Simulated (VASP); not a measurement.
Wanted: the native input for a VASP 6.6.1 run.

| Quantity | Value |
| --- | --- |
| Task | single point |
| Functional | PBE |
| Dispersion | D3(BJ) |
| Potentials or basis | VASP PAW PBE potentials, release 64 (In_d, Se) |
| Cutoff | 520 eV |
| k mesh | 12 × 12 × 12 |
| Occupations | gaussian, width 0.05 eV |
| Spin | no spin polarisation |
| Dipole correction | no |
| Further INCAR settings | ALGO = Normal; EDIFF = 1e-07; NBANDS = 27 |

The structure of InSe lies in POSCAR:

```
InSe
1.0
    1.9986019429      1.1538933698      8.1363905513
   -1.9986019429      1.1538933698      8.1363905513
    0.0000000000     -2.3077867395      8.1363905513
In Se
2 2
Direct
   -0.0011033882     -0.0011033882     -0.0011033882
    0.1125110815      0.1125110815      0.1125110815
    0.6125075060      0.6125075060      0.6125075060
    0.8320848006      0.8320848006      0.8320848006
```

This cell differs from its parent crystal: volume scaled by 0.960.

These files were run (other wordings do the same):

INCAR

```
PREC     = Accurate       # precision mode
ENCUT    = 520            # plane-wave cutoff, eV
EDIFF    = 1E-7           # SCF threshold, eV
ISMEAR   = 0              # smearing method
SIGMA    = 0.05           # smearing width, eV
LREAL    = F              # projectors in reciprocal space
LASPH    = T              # aspherical terms in the spheres
NELM     = 80             # most SCF steps
ALGO     = Normal         # electronic algorithm
ISIF     = 2              # what is computed and relaxed
LWAVE    = F              # write WAVECAR
LCHARG   = F              # write CHGCAR
GGA      = PE             # functional
IVDW     = 12             # dispersion correction
NBANDS   = 27             # bands
```

KPOINTS

```
Automatic mesh
0
Gamma
  12 12 12
```

Potentials or basis: VASP PAW PBE potentials, release 64 (In_d, Se).

Command:

```bash
$ cat potpaw_PBE.64/In_d/POTCAR potpaw_PBE.64/Se/POTCAR > POTCAR
$ mpirun -np 1 vasp_std > vasp.out
```

It gave:

The pressure is 1.3 GPa, the largest force is 0.024 eV/Å and the band gap on the k mesh is 0.34 eV, direct. The dispersion energy per atom is -0.313 eV.

Caveat: spin-orbit coupling is left out, which moves the levels of the heavy elements.

Wall time 30 min on 1 thread of Intel(R) Xeon(R) Platinum 8488C (Sapphire Rapids), with other jobs on the host, peak memory 0.86 GiB.
